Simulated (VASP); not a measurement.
# Au (Im-3m) in VASP: notebook

The runs below take Au through single point, with RPBE, PBE.

All numbers are computed with VASP 6.6.1; they aren't measurements. Logs are shortened: lines on timing, memory, paths and dates and some standing lists are left out, and cuts for length are marked.

**1. The cell of the first run**

The structure is cubic, space group Im-3m (No. 229). The conventional cell has a = 2.754 Å, b = 2.754 Å, c = 2.754 Å, α = 90.00°, β = 90.00°, γ = 90.00°. Au (site symmetry m-3m) has 14 Au at 2.38 to 2.75 Å within 3.2 Å.

**2. Single point, RPBE**

INCAR reads:

```
ALGO = Normal
EDIFF = 1E-6
ENCUT = 500
GGA = RP
GGA_COMPAT = False
ISIF = 2
ISMEAR = -1
LASPH = True
LCHARG = False
LREAL = False
LWAVE = False
NBANDS = 12
NELM = 120
PREC = Accurate
SIGMA = 0.08
```

KPOINTS reads:

```
k-points
0
Gamma
  16 16 16
```

POSCAR reads:

```
Au
1.0
   -1.3768574453      1.3768574453      1.3768574453
    1.3768574453     -1.3768574453      1.3768574453
    1.3768574453      1.3768574453     -1.3768574453
Au
1
Direct
    0.0000000000      0.0000000000      0.0000000000
```

Potentials or basis: VASP PAW PBE potentials, release 64 (Au).

Run with:

```
$ cat potpaw_PBE.64/Au/POTCAR > POTCAR
$ mpirun -np 1 vasp_std > vasp.out
```

OUTCAR:

```text
EDIFF = 1E-6
   ENCUT = 500
   GGA = RP
   ISIF = 2
   ISMEAR = -1
   LASPH = True
   LREAL = False
   NELM = 120
   PREC = Accurate

 ion  position               nearest neighbor table
   1  0.000  0.000  0.000-

  LATTYP: Found a body centered cubic cell.
 ALAT       =     2.7537148906

  Lattice vectors:

 A1 = (  -1.3768574453,   1.3768574453,   1.3768574453)
 A2 = (   1.3768574453,  -1.3768574453,   1.3768574453)
 A3 = (   1.3768574453,   1.3768574453,  -1.3768574453)

Analysis of symmetry for initial positions (statically):
=====================================================================
 Subroutine PRICEL returns:
 Original cell was already a primitive cell.

 Routine SETGRP: Setting up the symmetry group for a
 body centered cubic supercell.

 Subroutine GETGRP returns: Found 48 space group operations
 (whereof 48 operations were pure point group operations)
 out of a pool of 48 trial point group operations.

The static configuration has the point symmetry O_h .

Analysis of symmetry for dynamics (positions and initial velocities):
=====================================================================
 Subroutine PRICEL returns:
 Original cell was already a primitive cell.

 Routine SETGRP: Setting up the symmetry group for a
 body centered cubic supercell.

 Subroutine GETGRP returns: Found 48 space group operations
 (whereof 48 operations were pure point group operations)
 out of a pool of 48 trial point group operations.

The dynamic configuration has the point symmetry O_h .

 Subroutine INISYM returns: Found 48 space group operations
 (whereof 48 operations are pure point group operations),
 and found     1 'primitive' translations

----------------------------------------------------------------------------------------

                                     Primitive cell

  volume of cell :      10.4406

  direct lattice vectors                    reciprocal lattice vectors
    -1.376857445  1.376857445  1.376857445     0.000000000  0.363145801  0.363145801
     1.376857445 -1.376857445  1.376857445     0.363145801  0.000000000  0.363145801
     1.376857445  1.376857445 -1.376857445     0.363145801  0.363145801  0.000000000

  length of vectors
     2.384787050  2.384787050  2.384787050     0.513565717  0.513565717  0.513565717

  position of ions in fractional coordinates (direct lattice)
     0.000000000  0.000000000  0.000000000

  ion indices of the primitive-cell ions
   primitive index   ion index
                 1           1

----------------------------------------------------------------------------------------

 KPOINTS: k-points

Automatic generation of k-mesh.
 Grid dimensions read from file:
 generate k-points for:   16   16   16

 Generating k-lattice:

  Cartesian coordinates                     Fractional coordinates (reciprocal lattice)
     0.000000000  0.022696613  0.022696613     0.062500000  0.000000000  0.000000000
     0.022696613  0.000000000  0.022696613     0.000000000  0.062500000  0.000000000
     0.022696613  0.022696613  0.000000000     0.000000000  0.000000000  0.062500000

  Length of vectors
     0.032097857  0.032097857  0.032097857

  Shift w.r.t. Gamma in fractional coordinates (k-lattice)
     0.000000000  0.000000000  0.000000000

 Subroutine IBZKPT returns following result:
 ===========================================

 Found    145 irreducible k-points:

 Following reciprocal coordinates:
            Coordinates               Weight
  0.000000  0.000000  0.000000      1.000000
  0.062500  0.000000  0.000000     12.000000
  0.125000  0.000000  0.000000     12.000000
  0.187500  0.000000  0.000000     12.000000
  0.250000  0.000000  0.000000     12.000000
  0.312500  0.000000  0.000000     12.000000
[... 16 lines left out ...]
  0.187500  0.187500  0.000000     24.000000
  0.250000  0.187500  0.000000     48.000000
 [... further k-points ...]
   k-points           NKPTS =    145   k-points in BZ     NKDIM =    145   number of bands    NBANDS=     12
   number of dos      NEDOS =    301   number of ions     NIONS =      1
   total plane-waves  NPLWV =   5832
   dimension x,y,z NGX =    18 NGY =   18 NGZ =   18
   dimension x,y,z NGXF=    36 NGYF=   36 NGZF=   36
   ions per type =               1
   NGX,Y,Z   is equivalent  to a cutoff of  12.55, 12.55, 12.55 a.u.
   NGXF,Y,Z  is equivalent  to a cutoff of  25.10, 25.10, 25.10 a.u.
 SYSTEM =  unknown system
   PREC   = accura    normal or accurate (medium, high low for compatibility)
   ISTART =      0    job   : 0-new  1-cont  2-samecut
   ICHARG =      2    charge: 1-file 2-atom 10-const
   ISPIN  =      1    spin polarized calculation?
   LNONCOLLINEAR =      F non collinear calculations
   LSORBIT =      F    spin-orbit coupling
   LASPH  =      T    aspherical Exc in radial PAW
   ENCUT  =  500.0 eV  36.75 Ry    6.06 a.u.   4.35  4.35  4.35*2*pi/ulx,y,z
   NELM   =    120;   NELMIN=  2; NELMDL= -5     # of ELM steps
   EDIFF  = 0.1E-05   stopping-criterion for ELM
   LREAL  =      F    real-space projection
   EDIFFG = 0.1E-04   stopping-criterion for IOM
   NSW    =      0    number of steps for IOM
   IBRION =     -1    ionic relax: 0-MD 1-quasi-New 2-CG
   NFREE  =      0    steps in history (QN), initial steepest desc. (CG)
   ISIF   =      2    stress and relaxation
   ISYM   =      2    0-nonsym 1-usesym 2-fastsym
   POTIM  = 0.5000    time-step for ionic-motion
   TEBEG  =    0.0;   TEEND  =   0.0 temperature during run
   PSTRESS=    0.0 pullay stress
   NELECT =      11.0000    total number of electrons
   NUPDOWN=      -1.0000    fix difference up-down
   EMIN   =  10.00;   EMAX   =-10.00  energy-range for DOS
   EFERMI =   0.00;   METHOD = LEGACY
   ISMEAR =    -1;   SIGMA  =   0.08  broadening in eV -4-tet -1-fermi 0-gaus
   EFERMI_NEDOS =   21; number of points for ismear=-14 and -15
   IALGO  =     38    algorithm
   IMIX   =      4    mixing-type and parameters
     AMIX     =   0.40;   BMIX     =  1.00
     AMIX_MAG =   1.60;   BMIX_MAG =  1.00
  volume/ion in A,a.u.               =      10.44        70.46
  Fermi-wavevector in a.u.,A,eV,Ry     =   1.665828  3.147958 37.755922  2.774982
  Thomas-Fermi vector in A             =   2.752130
   LORBIT       =      0    0 simple, 1 ext, 2 COOP (PROOUT), +10 PAW based schemes
   GGA     = RP    functional components
   LHFCALC =     F    Hartree Fock is set to
   AEXX    =    0.0000 exact exchange contribution
   IVDW    =     0    specifies the selected vdW correction
   LEPSILON=     F    determine dielectric tensor
   LRPA    =     F    only Hartree local field effects (RPA)
 non-spin polarized calculation
  energy-cutoff  :      500.00
  volume of cell :       10.44
 maximum number of plane-waves:       276
 NGX is ok and might be reduce to    18
   NGX =  9   NGY =  9   NGZ =  9

 number of electron      11.0000002 magnetization

 Free energy of the ion-electron system (eV)
  ---------------------------------------------------
  ext. energy  EPLUGINS =         0.00000000
  ---------------------------------------------------
  free energy    TOTEN  =         2.24518682 eV

  energy without entropy =        2.24786960  energy(sigma->0) =        2.24652821

 E-fermi :  20.7588     XC(G=0): -15.7939

 val. band max:       20.6593748270   @ k =  -0.3125   0.4375   0.1250
 cond. band min:      20.8616930249   @ k =  -0.4375   0.5000   0.0625
 fundamental gap:      0.2023181979
 Fermi energy:        20.7588434507

 k-point     1 :       0.0000    0.0000    0.0000
  band No.  band energies     occupation
      1       4.0766      2.00000
      2      11.5522      2.00000
      3      11.5522      2.00000
      4      11.5522      2.00000
      5      15.6009      2.00000
      6      15.6009      2.00000
      7      35.3792      0.00000
      8      35.3792      0.00000
      9      35.3792      0.00000
     10      51.1293      0.00000
     11      51.1293      0.00000
     12      54.3729      0.00000

 k-point     2 :       0.0625    0.0000    0.0000
  band No.  band energies     occupation
      1       4.3136      2.00000
      2      11.4387      2.00000
      3      11.5476      2.00000
      4      11.7651      2.00000
      5      15.4365      2.00000
      6      15.6065      2.00000
      7      35.5444      0.00000
      8      35.7572      0.00000
      9      35.8090      0.00000
     10      48.9875      0.00000
     11      50.2061      0.00000
     12      54.1681      0.00000

 k-point     3 :       0.1250    0.0000    0.0000
  band No.  band energies     occupation
      1       4.9837      2.00000
      2      11.1273      2.00000
      3      11.5166      2.00000
      4      12.3932      2.00000
      5      15.0876      2.00000
      6      15.6306      2.00000
      7      35.9042      0.00000
      8      36.8240      0.00000
      9      36.8580      0.00000
     10      46.3478      0.00000
     11      48.1563      0.00000
     12      53.2386      0.00000

 k-point     4 :       0.1875    0.0000    0.0000
  band No.  band energies     occupation
      1       5.9334      2.00000
      2      10.6898      2.00000
      3      11.4858      2.00000
      4      13.4020      2.00000
      5      14.8490      2.00000
      6      15.6905      2.00000
      7      35.9895      0.00000
      8      37.4995      0.00000
      9      38.5964      0.00000
     10      44.8093      0.00000
     11      46.4969      0.00000
     12      50.9276      0.00000

 k-point     5 :       0.2500    0.0000    0.0000
  band No.  band energies     occupation
      1       6.8031      2.00000
      2      10.2111      2.00000
      3      11.7540      2.00000
      4      14.7266      2.00000
      5      14.8880      2.00000
      6      15.7991      2.00000
      7      35.2656      0.00000
      8      36.5502      0.00000
      9      40.8590      0.00000
     10      45.0208      0.00000
     11      46.5861      0.00000
     12      47.5799      0.00000

 k-point     6 :       0.3125    0.0000    0.0000
  band No.  band energies     occupation
      1       7.1564      2.00000
      2       9.7664      2.00000
      3      12.7791      2.00000
      4      15.1657      2.00000
      5      15.9528      2.00000
      6      16.2550      2.00000
      7      33.9773      0.00000
      8      34.2138      0.00000
      9      43.5132      0.00000
     10      44.0968      0.00000
     11      46.7737      0.00000
     12      47.8769      0.00000

 k-point     7 :       0.3750    0.0000    0.0000
  band No.  band energies     occupation
      1       7.0679      2.00000
      2       9.4119      2.00000
      3      14.3381      2.00000
      4      15.6538      2.00000
      5      16.1234      2.00000
      6      17.7933      2.00000
      7      31.5211      0.00000
      8      32.7216      0.00000
      9      41.0479      0.00000
     10      46.3722      0.00000
     11      46.9719      0.00000
     12      49.5025      0.00000

 k-point     8 :       0.4375    0.0000    0.0000
  band No.  band energies     occupation
      1       6.8891      2.00000
      2       9.1852      2.00000
      3      15.2859      2.00000
      4      16.2612      2.00000
      5      16.7134      2.00000
      6      19.0174      2.00000
      7      29.2176      0.00000
      8      31.8544      0.00000
      9      38.8888      0.00000
     10      45.5251      0.00000
     11      49.0364      0.00000
     12      50.7802      0.00000
[... 166 lines left out ...]
 k-point    20 :       0.3125    0.1250    0.0000
  band No.  band energies     occupation
      1       7.6770      2.00000
      2       9.6009      2.00000
      3      12.8713      2.00000
      4      15.1685      2.00000
      5      16.4783      2.00000
      6      19.5125      2.00000
      7      31.0769      0.00000
      8      33.6857      0.00000
      9      38.8443      0.00000
     10      43.9552      0.00000
     11      47.6759      0.00000
     12      50.6287      0.00000

 k-point    21 :       0.3750    0.1250    0.0000
  band No.  band energies     occupation
      1       7.4857      2.00000
      2       9.4049      2.00000
      3      13.9068      2.00000
      4      15.3735      2.00000
      5      16.9567      2.00000
      6      21.1721      0.01135
      7      28.7557      0.00000
      8      32.7144      0.00000
      9      37.5155      0.00000
     10      45.0547      0.00000
     11      47.5319      0.00000
     12      51.1279      0.00000

 k-point    22 :       0.4375    0.1250    0.0000
  band No.  band energies     occupation
      1       7.4049      2.00000
      2       9.3390      2.00000
      3      14.3297      2.00000
      4      15.3387      2.00000
      5      17.3041      2.00000
      6      21.9577      0.00000
      7      27.6664      0.00000
      8      32.3807      0.00000
      9      37.0016      0.00000
     10      44.9021      0.00000
     11      48.2284      0.00000
     12      51.5105      0.00000

 k-point    23 :       0.1875    0.1875    0.0000
  band No.  band energies     occupation
      1       8.0696      2.00000
      2      10.2411      2.00000
      3      10.8137      2.00000
      4      14.5799      2.00000
      5      16.2790      2.00000
      6      17.7262      2.00000
      7      33.9119      0.00000
      8      36.1379      0.00000
      9      40.0215      0.00000
     10      40.6628      0.00000
     11      47.4846      0.00000
     12      52.7924      0.00000

 k-point    24 :       0.2500    0.1875    0.0000
  band No.  band energies     occupation
      1       8.2500      2.00000
      2       9.9386      2.00000
      3      11.5463      2.00000
      4      14.8481      2.00000
      5      16.4300      2.00000
      6      19.7922      1.99999
      7      31.7558      0.00000
      8      34.8242      0.00000
      9      38.2414      0.00000
     10      42.0271      0.00000
     11      47.9461      0.00000
     12      52.1231      0.00000

 [... further k-points ...]
[... 5 lines left out ...]
  --------------------------------------------------------------------------------------
  -------------------------------------------------------------------------------------
  Total       23.1482179     23.1482179     23.1482179      0.0000000     -0.0000000     -0.0000000
  in kB     3552.2311715   3552.2311715   3552.2311715      0.0000000     -0.0000000     -0.0000000
  external PRESSURE =    3552.2311715 kB  Pullay stress =       0.0000000 kB

 VOLUME and BASIS-vectors are now :
 -----------------------------------------------------------------------------
  energy-cutoff  :      500.00
  volume of cell :       10.44
      direct lattice vectors                 reciprocal lattice vectors
    -1.376857445  1.376857445  1.376857445     0.000000000  0.363145801  0.363145801
     1.376857445 -1.376857445  1.376857445     0.363145801  0.000000000  0.363145801
     1.376857445  1.376857445 -1.376857445     0.363145801  0.363145801  0.000000000

 POSITION                                       TOTAL-FORCE (eV/Angst)
 -----------------------------------------------------------------------------------
      0.00000      0.00000      0.00000        -0.000000      0.000000      0.000000
 -----------------------------------------------------------------------------------
    total drift:                               -0.000000      0.000000      0.000000

  FREE ENERGIE OF THE ION-ELECTRON SYSTEM (eV)
  ---------------------------------------------------
  free  energy   TOTEN  =         2.2451868195 eV

  energy  without entropy=        2.2478695976  energy(sigma->0) =        2.24652821
```

Wall time 9.9 s (1 thread of Intel Xeon Platinum 8488C (Sapphire Rapids), shared host); peak memory 0.13 GiB.

What came out:

| Quantity | Value |
| --- | --- |
| Free energy | 2.2452 eV |
| Pressure | 355.2 GPa |

Caveat: the PAW data sets were made with another functional, which shifts forces and pressure a little; spin-orbit coupling is left out, which moves the levels of the heavy elements.

**3. Single point, PBE**

This run uses another cell than the first one, of 18.00 Å³/atom, 1.724 times its volume.

INCAR reads:

```
SYSTEM = Au
PREC = Accurate ; ENCUT = 500
EDIFF = 1E-6 ; ISMEAR = -1
SIGMA = 0.08 ; LREAL = .FALSE.
LASPH = .TRUE. ; NELM = 120
ALGO = Normal ; ISIF = 2
LWAVE = .FALSE. ; LCHARG = .TRUE.
GGA = PE ; LELF = .TRUE.
LVHAR = .TRUE. ; NBANDS = 12
GGA_COMPAT = .FALSE.
```

KPOINTS reads:

```
Automatic mesh
0
G
  16 16 16
  0 0 0
```

POSCAR reads:

```
Au
1.0
   -1.6509971092      1.6509971092      1.6509971092
    1.6509971092     -1.6509971092      1.6509971092
    1.6509971092      1.6509971092     -1.6509971092
Au
1
Direct
    0.0000000000      0.0000000000      0.0000000000
```

Potentials or basis: VASP PAW PBE potentials, release 64 (Au).

Run with:

```
$ cat potpaw_PBE.64/Au/POTCAR > POTCAR
$ mpirun -np 1 vasp_std > vasp.out
```

OUTCAR:

```text
SYSTEM = Au
   PREC = Accurate
   ENCUT = 500
   EDIFF = 1E-6
   ISMEAR = -1
   LREAL = .FALSE.
   LASPH = .TRUE.
   NELM = 120
   ISIF = 2
   GGA = PE

 ion  position               nearest neighbor table
   1  0.000  0.000  0.000-

  LATTYP: Found a body centered cubic cell.
 ALAT       =     3.3019942184

  Lattice vectors:

 A1 = (  -1.6509971092,   1.6509971092,   1.6509971092)
 A2 = (   1.6509971092,  -1.6509971092,   1.6509971092)
 A3 = (   1.6509971092,   1.6509971092,  -1.6509971092)

Analysis of symmetry for initial positions (statically):
[... 529 lines left out ...]
      5       6.0057      2.00000
      6       7.7662      1.99996
      7      16.4022      0.00000
      8      19.3822      0.00000
      9      22.9793      0.00000
     10      27.8412      0.00000
     11      31.1536      0.00000
     12      33.3351      0.00000

 [... further k-points ...]
[... 5 lines left out ...]
  --------------------------------------------------------------------------------------
  -------------------------------------------------------------------------------------
  Total       -0.0243874     -0.0243874     -0.0243874      0.0000000     -0.0000000     -0.0000000
  in kB       -2.1705899     -2.1705899     -2.1705899      0.0000000     -0.0000000     -0.0000000
  external PRESSURE =      -2.1705899 kB  Pullay stress =       0.0000000 kB

 VOLUME and BASIS-vectors are now :
 -----------------------------------------------------------------------------
  energy-cutoff  :      500.00
  volume of cell :       18.00
      direct lattice vectors                 reciprocal lattice vectors
    -1.650997109  1.650997109  1.650997109     0.000000000  0.302847290  0.302847290
     1.650997109 -1.650997109  1.650997109     0.302847290  0.000000000  0.302847290
     1.650997109  1.650997109 -1.650997109     0.302847290  0.302847290  0.000000000

 POSITION                                       TOTAL-FORCE (eV/Angst)
 -----------------------------------------------------------------------------------
      0.00000      0.00000      0.00000         0.000000     -0.000000      0.000000
 -----------------------------------------------------------------------------------
    total drift:                                0.000000      0.000000      0.000000

  FREE ENERGIE OF THE ION-ELECTRON SYSTEM (eV)
  ---------------------------------------------------
  free  energy   TOTEN  =        -3.2024412557 eV

  energy  without entropy=       -3.1961932886  energy(sigma->0) =       -3.19931727
```

OSZICAR:

```text
N       E                     dE             d eps       ncg     rms          rms(c)
DAV:   1     0.475808523380E+02    0.47581E+02   -0.54510E+03  3712   0.785E+02
DAV:   2    -0.281589712561E+01   -0.50397E+02   -0.47461E+02  4132   0.181E+02
DAV:   3    -0.347690652117E+01   -0.66101E+00   -0.66056E+00  4136   0.199E+01
DAV:   4    -0.347913013112E+01   -0.22236E-02   -0.22235E-02  3956   0.134E+00
DAV:   5    -0.347914713445E+01   -0.17003E-04   -0.17004E-04  4136   0.113E-01    0.767E+00
DAV:   6    -0.322017279913E+01    0.25897E+00   -0.75085E-01  3808   0.683E+00    0.505E+00
DAV:   7    -0.320442274691E+01    0.15750E-01   -0.52949E-02  4000   0.184E+00    0.264E+00
DAV:   8    -0.320245186248E+01    0.19709E-02   -0.11829E-03  3836   0.289E-01    0.248E-01
DAV:   9    -0.320243492531E+01    0.16937E-04   -0.93619E-06  3836   0.262E-02    0.142E-02
DAV:  10    -0.320244140983E+01   -0.64845E-05   -0.32240E-06  3924   0.175E-02    0.557E-03
DAV:  11    -0.320244125571E+01    0.15411E-06   -0.70034E-08  2036   0.204E-03
   1 F= -.32024413E+01 E0= -.31993173E+01  d E =-.624797E-02
```

stdout:

```text
POSCAR found type information on POSCAR Au
 POSCAR found :  1 types and       1 ions
 scaLAPACK will be used
 LDA part: xc-table for (Slater+PW92), standard interpolation
 POSCAR, INCAR and KPOINTS ok, starting setup
 FFT: planning ... GRIDC
 FFT: planning ... GRID_SOFT
 FFT: planning ... GRID
 WAVECAR not read
 entering main loop
```

Run time: 23 s. Hardware: 1 thread of Intel Xeon Platinum 8488C (Sapphire Rapids), shared host; peak memory 0.16 GiB.

What came out:

```
Free energy : -3.2024 eV
Pressure    : -0.2 GPa
```

Caveat: spin-orbit coupling is left out, which moves the levels of the heavy elements.
